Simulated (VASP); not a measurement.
Wanted: the native input for a VASP 6.6.1 run.

| Quantity | Value |
| --- | --- |
| Task | single point |
| Functional | r2SCAN |
| Potentials or basis | VASP PAW PBE potentials, release 64 (Ti_sv, O) |
| Cutoff | 520 eV |
| k mesh | 6 × 6 × 9 |
| Occupations | fermi-dirac, width 0.05 eV |
| Spin | no spin polarisation |
| Hubbard terms | Ti d U = 6.0 eV |
| Dipole correction | no |
| Further INCAR settings | ALGO = Normal; EDIFF = 1e-06; NBANDS = 33 |

The system is TiO2.

```
CELL_PARAMETERS angstrom
4.59984 0.00000 0.00000
0.00000 4.59984 0.00000
0.00000 0.00000 2.95921
ATOMIC_POSITIONS crystal
Ti 0.00000 0.00000 0.50000
Ti 0.50000 0.50000 0.00000
O 0.30432 0.30432 0.50000
O 0.19568 0.80432 0.00000
O 0.80432 0.19568 0.00000
O 0.69568 0.69568 0.50000
```

These files were run (other wordings do the same):

POSCAR

```
TiO2
1.0
    4.5998373239      0.0000000000      0.0000000000
    0.0000000000      4.5998373239      0.0000000000
    0.0000000000      0.0000000000      2.9592135600
Ti O
2 4
Direct
    0.0000000000      0.0000000000      0.5000000000
    0.5000000000      0.5000000000      0.0000000000
    0.3043213200      0.3043213200      0.5000000000
    0.1956786800      0.8043213200      0.0000000000
    0.8043213200      0.1956786800      0.0000000000
    0.6956786800      0.6956786800      0.5000000000
```

INCAR.step1

```
SYSTEM = TiO2
ALGO     = Normal         ! electronic algorithm
EDIFF    = 1E-4           ! SCF threshold, eV
ENCUT    = 520            ! plane-wave cutoff, eV
GGA      = PE             ! functional
ISMEAR   = -1             ! smearing method
LASPH    = .TRUE.         ! aspherical terms in the spheres
LCHARG   = .FALSE.        ! write CHGCAR
LDAU     = .TRUE.         ! DFT+U
LDAUJ    = 0 0          
LDAUL    = 2 -1           ! shell
LDAUTYPE = 2            
LDAUU    = 6 0            ! U, eV
LMAXMIX  = 4              ! l up to which the mixer works
LREAL    = .FALSE.        ! projectors in reciprocal space
LWAVE    = .TRUE.         ! write WAVECAR
NBANDS   = 33             ! bands
NELM     = 150            ! most SCF steps
PREC     = Accurate       ! precision mode
SIGMA    = 0.05           ! smearing width, eV
```

INCAR.step2

```
SYSTEM = TiO2
ALGO     = Normal         ! electronic algorithm
EDIFF    = 1E-6           ! SCF threshold, eV
ENCUT    = 520            ! plane-wave cutoff, eV
ISIF     = 2              ! what is computed and relaxed
ISMEAR   = -1             ! smearing method
ISTART   = 1            
LASPH    = .TRUE.         ! aspherical terms in the spheres
LCHARG   = .FALSE.        ! write CHGCAR
LDAU     = .TRUE.         ! DFT+U
LDAUJ    = 0 0          
LDAUL    = 2 -1           ! shell
LDAUPRINT= 1            
LDAUTYPE = 2            
LDAUU    = 6 0            ! U, eV
LMAXMIX  = 4              ! l up to which the mixer works
LMIXTAU  = .TRUE.       
LREAL    = .FALSE.        ! projectors in reciprocal space
LWAVE    = .FALSE.        ! write WAVECAR
METAGGA  = R2SCAN         ! meta-GGA
NBANDS   = 33             ! bands
NELM     = 150            ! most SCF steps
PREC     = Accurate       ! precision mode
SIGMA    = 0.05           ! smearing width, eV
```

KPOINTS

```
k-points
0
G
  6 6 9
  0 0 0
```

Potentials or basis: VASP PAW PBE potentials, release 64 (Ti_sv, O).

Run with:

```sh
$ cat potpaw_PBE.64/Ti_sv/POTCAR potpaw_PBE.64/O/POTCAR > POTCAR
$ cp INCAR.step1 INCAR
$ mpirun -np 1 vasp_std > vasp.out
$ cp INCAR.step2 INCAR
$ mpirun -np 1 vasp_std > vasp.out
```

Results of the run:

```json
{"Pressure": "11.8 GPa", "Largest force": "0.164 eV/Å", "Band gap on the k mesh": "3.09 eV (least direct gap 3.13 eV)"}
```

Caveat: the cell stands under pressure; the PAW data sets were made with another functional, which shifts forces and pressure a little; an odd mesh through Γ misses points on the zone boundary, where band edges can lie.

Run time: 2.7 min on 1 thread of Intel(R) Xeon(R) Platinum 8559C (Emerald Rapids), with other jobs on the host, peak memory 0.23 GiB.
